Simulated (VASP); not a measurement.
**Co: single point with r2SCAN**

Co:

```
Co
1.0
    -1.79175   -3.58350   -1.79175
    -1.79175    0.00000   -1.79175
     1.79175    0.00000   -1.79175
Co
2
Direct
  0.00000 0.00000 0.00000
  0.50000 0.00000 0.50000
```

This isn't the form of Co at room conditions, which is hcp.

* Program: VASP 6.6.1
* Task: single point
* Functional: r2SCAN
* Potentials or basis: VASP PAW PBE potentials, release 64 (Co)
* Cutoff: 520 eV
* k mesh: 7 × 12 × 10
* Occupations: fermi-dirac, width 0.05 eV
* Spin: collinear spin, ferromagnetic start
* Starting moments: [3.0, 3.0] μB

```
Pressure                                              : -11.3 GPa
Net moment                                            : 3.67 μB per cell
Site moments                                          : Co +1.90 μB
Valence electrons inside the program's atomic spheres : Co 8.18
```

Stress tensor (GPa, compression positive):
```
-11.42   0.06  -0.17
  0.06 -11.05   0.06
 -0.17   0.06 -11.42
```

Levels at points of the mesh, in eV from the Fermi level:
Spin up:
```csv
k point,band 9,band 10,band 11,band 12,band 13,band 14
"(0.00, 0.00, 0.00)",-2.19,-1.38,-1.38,2.13,8.65,14.50
"(0.00, 0.50, 0.00)",-1.77,-1.76,-0.61,-0.61,5.31,5.31
"(0.00, 0.00, 0.50)",-2.33,-2.33,0.15,0.15,11.15,11.15
"(0.00, 0.50, 0.50)",-1.38,-1.38,7.37,7.37,7.37,7.37
```
Spin down:
| k point | band 5 | band 6 | band 7 | band 8 | band 9 | band 10 |
| --- | --- | --- | --- | --- | --- | --- |
| (0.00, 0.00, 0.00) | -1.43 | -1.42 | 0.89 | 0.91 | 0.97 | 0.98 |
| (0.00, 0.50, 0.00) | -1.02 | -1.02 | -1.01 | -1.00 | 1.28 | 1.28 |
| (0.00, 0.00, 0.50) | -1.52 | -1.52 | -0.18 | -0.18 | 0.36 | 0.36 |
| (0.00, 0.50, 0.50) | -2.48 | -2.48 | 0.78 | 0.78 | 0.90 | 0.90 |

Run time: 20 min on 1 thread of Intel(R) Xeon(R) Platinum 8259CL CPU @ 2.50GHz (Skylake/Cascade Lake), with other jobs on the host, peak memory 0.37 GiB.

Caveat: the cell stands under tension; the PAW data sets were made with another functional, which shifts forces and pressure a little.
